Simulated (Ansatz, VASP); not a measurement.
## BN: VASP beside Ansatz

The input INCAR:

```
  AGGAC = 1.0
  AGGAX = 1.0
  ALDAC = 0.0
  ALDAX = 1.0
  ALGO = Normal
  EDIFF = 1E-6
  EDIFFG = -0.01
  ENCUT = 600
  GGA = B5
  IBRION = 2
  ISIF = 3
  ISMEAR = -1
  IVDW = 13
  LASPH = T
  LCHARG = F
  LREAL = F
  LWAVE = F
  NELM = 100
  NSW = 60
  PREC = Accurate
  SIGMA = 0.05
  VDW_A1 = 0.44488865
  VDW_A2 = 4.0933009
  VDW_S6 = 1.0
  VDW_S8 = 2.34076671
```

KPOINTS

```
k-points
0
Gamma
  12 12 6
```

Contents of POSCAR:

```
BN
1.0
    2.5539396017      0.0000000000      0.0000000000
   -1.2769698009      2.2117765748      0.0000000000
    0.0000000000      0.0000000000      4.2268550000
N B
2 2
Direct
    0.3333333333      0.6666666667      0.1252760000
    0.6666666667      0.3333333333      0.6252760000
    0.3333333333      0.6666666667      0.4997240000
    0.6666666667      0.3333333333      0.9997240000
```

input.yaml

```yaml
crystal:
  lattice:
    - [2.5539396017, 0.0, 0.0]
    - [-1.2769698009, 2.2117765748, 0.0]
    - [0.0, 0.0, 4.226855]
  atoms:
    - { symbol: "N", position: [0.3333333333, 0.6666666667, 0.125276] }
    - { symbol: "N", position: [0.6666666667, 0.3333333333, 0.625276] }
    - { symbol: B, position: [0.3333333333, 0.6666666667, 0.499724] }
    - { symbol: B, position: [0.6666666667, 0.3333333333, 0.999724] }
hamiltonian:
  xc: blyp
  pseudopotentials: { kind: paw }
  dispersion: d4
kpoints:
  mp_grid: { grid: [12, 12, 6] }
scf:
  occupations: { method: fermi_dirac, width: 0.05 }
output:
  forces: true
  stress: true
  eigenvalues: true
  write_density: true
  write_potential: true
  elf: true
  volumetric_format: npy
relax:
  f_tol: 0.01
  max_steps: 40
  cell: { stress_tol: 0.05 }
```

Alike in both runs: task relaxation of cell and atoms; functional BLYP; dispersion D4; k mesh 12 × 12 × 6; occupations fermi-dirac, width 0.05 eV; no spin polarisation.

```csv
,VASP,Ansatz
version,VASP 6.6.1,Ansatz 0.2.0
potentials or method,"VASP PAW PBE potentials, release 64 (N, B)",Ansatz PAW
plane-wave cutoff (eV),600,420
valence electrons in the cell,16,16
```

```tsv
	VASP	Ansatz	Ansatz less VASP
gap on the k mesh at the Fermi level, each at its own relaxed structure (eV)	5.59	5.60	+0.004
relaxed volume (Å³/atom)	5.89	5.90	+0.008
relaxed cell length with the largest relative difference (Å)	4.206	4.208	+0.0019
```

VASP's potentials were made for PBE, not for BLYP.

Noted on Ansatz's run: Pulay correction over one GPa; the plane-wave basis is chosen anew once the cell has moved, so the energies of steps on either side of that aren't comparable.
